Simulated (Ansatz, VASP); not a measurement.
## ZrN in VASP and in Ansatz

File INCAR:

```
SYSTEM = ZrN
ALGO = Normal ; EDIFF = 1E-6
ENCUT = 600 ; GGA = PE
GGA_COMPAT = .False. ; ISIF = 2
ISMEAR = 0 ; LASPH = .True.
LCHARG = .False. ; LREAL = .False.
LWAVE = .False. ; NBANDS = 16
NELM = 120 ; PREC = Accurate
SIGMA = 0.1
```

File KPOINTS:

```
k-points
0
Gamma
  20 20 20
  0 0 0
```

File POSCAR:

```
ZrN
1.0
    0.0000000000      2.2504302734      2.2504302734
    2.2504302734      0.0000000000      2.2504302734
    2.2504302734      2.2504302734      0.0000000000
Zr N
1 1
Direct
    0.0000000000      0.0000000000      0.0000000000
    0.5000000000      0.5000000000      0.5000000000
```

Input for Ansatz:

```yaml
crystal:
  lattice:
    - [0.0, 2.2504302734, 2.2504302734]
    - [2.2504302734, 0.0, 2.2504302734]
    - [2.2504302734, 2.2504302734, 0.0]
  atoms:
    - { symbol: Zr, position: [0.0, 0.0, 0.0] }
    - { symbol: "N", position: [0.5, 0.5, 0.5] }
basis:
  ecutwfc: 420
kpoints:
  mp_grid: { grid: [20, 20, 20] }
hamiltonian:
  xc: pbe
scf:
  occupations: { method: gaussian, width: 0.1 }
output:
  forces: true
  stress: true
  eigenvalues: true
```

Alike in both runs: task single point; functional PBE; k mesh 20 × 20 × 20; occupations gaussian, width 0.1 eV; no spin polarisation.

|  | VASP | Ansatz |
| --- | --- | --- |
| version | VASP 6.6.1 | Ansatz 0.2.0 |
| potentials or method | VASP PAW PBE potentials, release 64 (Zr_sv, N), cutoff 600 eV | scalar-relativistic, plane waves, PAW |
| valence electrons in the cell | 17 | 17 |

```tsv
	VASP	Ansatz	Ansatz less VASP
gap on the k mesh at the Fermi level (eV)	none	none	-
pressure (GPa)	17.8	17.6	-0.20
```

A gap of «none» marks a metal or a gap that the smearing closes. With one functional, cell and mesh, what is left measures potentials, basis and numerics.
